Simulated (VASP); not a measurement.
KMo, 2 atoms in the cell. Symmetry: Pm-3m, No. 221, cubic system. The conventional cell has a = 3.750 Å, b = 3.750 Å, c = 3.750 Å, α = 90.00°, β = 90.00°, γ = 90.00°. K (site symmetry m-3m) has 8 Mo at 3.25 Å and 6 K at 3.75 Å within 4.3 Å. Within 4.3 Å of Mo (site symmetry m-3m) lie 8 K at 3.25 Å and 6 Mo at 3.75 Å. 

| Quantity | Value |
| --- | --- |
| Program | VASP 6.6.1 |
| Task | relaxation of cell and atoms |
| Functional | PBE |
| Potentials or basis | VASP PAW PBE potentials, release 64 (K_sv, Mo_sv) |
| Cutoff | 600 eV |
| k mesh | 14 × 14 × 14 |
| Occupations | gaussian, width 0.1 eV |
| Spin | no spin polarisation |
| Dipole correction | no |
| Further INCAR settings | ALGO = Fast; EDIFF = 1e-06; IBRION = 2; EDIFFG = -0.01; NSW = 100; ISIF = 3 |

Potentials or basis: VASP PAW PBE potentials, release 64 (K_sv, Mo_sv).

Command:

```console
$ cat potpaw_PBE.64/K_sv/POTCAR potpaw_PBE.64/Mo_sv/POTCAR > POTCAR
$ mpirun -np 1 vasp_std > vasp.out
```

Hardware: 1 thread of Intel(R) Xeon(R) 6975P-C (Granite Rapids), on a shared host.

**Question.** Estimate the wall time of this run.

**Answer.** Run time: 110 s on 1 thread of Intel(R) Xeon(R) 6975P-C (Granite Rapids), with other jobs on the host, peak memory 0.27 GiB. Counts: scf iterations 37, k points 120, ion steps 3.
